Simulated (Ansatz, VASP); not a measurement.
**One calculation of WSe2, two programs**

The input INCAR:

```
PREC = Accurate
ENCUT = 520
EDIFF = 1E-6
ISMEAR = 0
SIGMA = 0.05
LREAL = F
LASPH = T
NELM = 100
ALGO = Normal
ISIF = 2
LWAVE = F
LCHARG = T
GGA = PS
LELF = T
LVHAR = T
NBANDS = 35
```

File KPOINTS:

```
regular mesh
0
Gamma
  9 9 2
```

POSCAR

```
WSe2
1.0
   -3.2711504052      0.0000000000      0.0000000000
   -1.6355752026     -2.8328993505      0.0000000000
   -3.6800442058     -2.1246745129     13.2206689562
W Se
2 4
Direct
   -0.2291666667     -0.2291666667      0.7500000000
    0.4791666667      0.4791666667      0.2500000000
    0.2407936975      0.2407936975      0.1233861811
    0.1991270308      0.1991270308      0.6233861811
    0.0508729692      0.0508729692      0.3766138189
    0.0092063025      0.0092063025      0.8766138189
```

Input for Ansatz:

```yaml
crystal:
  lattice:
    - [-3.2711504052, 0.0, 0.0]
    - [-1.6355752026, -2.8328993505, 0.0]
    - [-3.6800442058, -2.1246745129, 13.2206689562]
  atoms:
    - { symbol: W, position: [-0.2291666667, -0.2291666667, 0.75] }
    - { symbol: W, position: [0.4791666667, 0.4791666667, 0.25] }
    - { symbol: Se, position: [0.2407936975, 0.2407936975, 0.1233861811] }
    - { symbol: Se, position: [0.1991270308, 0.1991270308, 0.6233861811] }
    - { symbol: Se, position: [0.0508729692, 0.0508729692, 0.3766138189] }
    - { symbol: Se, position: [0.0092063025, 0.0092063025, 0.8766138189] }
basis:
  ecutwfc: 420
kpoints:
  mp_grid: { grid: [9, 9, 2] }
hamiltonian:
  xc: pbesol
scf:
  occupations: { method: gaussian, width: 0.05 }
output:
  forces: true
  stress: true
  eigenvalues: true
```

Alike in both runs: task single point; functional PBEsol; k mesh 9 × 9 × 2; occupations gaussian, width 0.05 eV; no spin polarisation.

```csv
,VASP,Ansatz
version,VASP 6.6.1,Ansatz 0.2.0
potentials or method,"VASP PAW PBE potentials, release 64 (W_sv, Se), cutoff 520 eV","scalar-relativistic, plane waves, PAW"
valence electrons in the cell,52,92
```

```csv
,VASP,Ansatz,Ansatz less VASP
gap on the k mesh at the Fermi level (eV),1.14,1.14,+0.005
least direct gap on the mesh (eV),1.62,1.63,+0.004
pressure (GPa),0.6,0.2,-0.42
"traceless stress, the component that is largest in VASP (GPa)",0.20,0.11,-0.095
rms of the force components (eV/Å),0.025,0.023,-0.0018
```

VASP's potentials were made for PBE, not for PBEsol. Atom by atom the forces differ by 0.029 eV/Å (rms over components). With one functional, cell and mesh, what is left measures potentials, basis and numerics. VASP's potentials hold 52 valence electrons a cell and Ansatz's 92, so a difference there can come from the potentials and not from the codes.

Spin-orbit coupling is off throughout.
